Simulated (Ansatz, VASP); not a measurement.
**One calculation of ZnS, two programs**

```
Zn S
1.0
     0.00000    2.70465    2.70465
     2.70465    0.00000    2.70465
     2.70465    2.70465    0.00000
Zn S
1 1
Direct
  0.04160 0.04160 0.84076
  0.75000 0.75000 0.75000
```

Alike in both runs: task single point; functional PBE; k mesh 10 × 10 × 10; occupations gaussian, width 0.05 eV; no spin polarisation.

|  | VASP | Ansatz |
| --- | --- | --- |
| version | VASP 6.6.1 | Ansatz 0.2.0 |
| potentials or method | VASP PAW PBE potentials, release 64 (Zn, S), cutoff 520 eV | scalar-relativistic, plane waves, PAW |
| valence electrons in the cell | 18 | 18 |

VASP gave:

| Item | Value |
| --- | --- |
| gap on the k mesh at the Fermi level (eV) | 2.17 |
| least direct gap on the mesh (eV) | 2.18 |
| pressure (GPa) | 5.5 |
| traceless stress, the component that is largest in VASP (GPa) | 3.97 |
| rms of the force components (eV/Å) | 0.721 |

Q: Estimate Ansatz's values.

A: gap on the k mesh at the Fermi level (eV): 2.16; least direct gap on the mesh (eV): 2.17; pressure (GPa): 5.4; traceless stress, the component that is largest in VASP (GPa): 3.88; rms of the force components (eV/Å): 0.716.

Atom by atom the forces differ by 0.005 eV/Å (rms over components). The functional is the same, so the differences come from potentials, cutoffs and numerics.
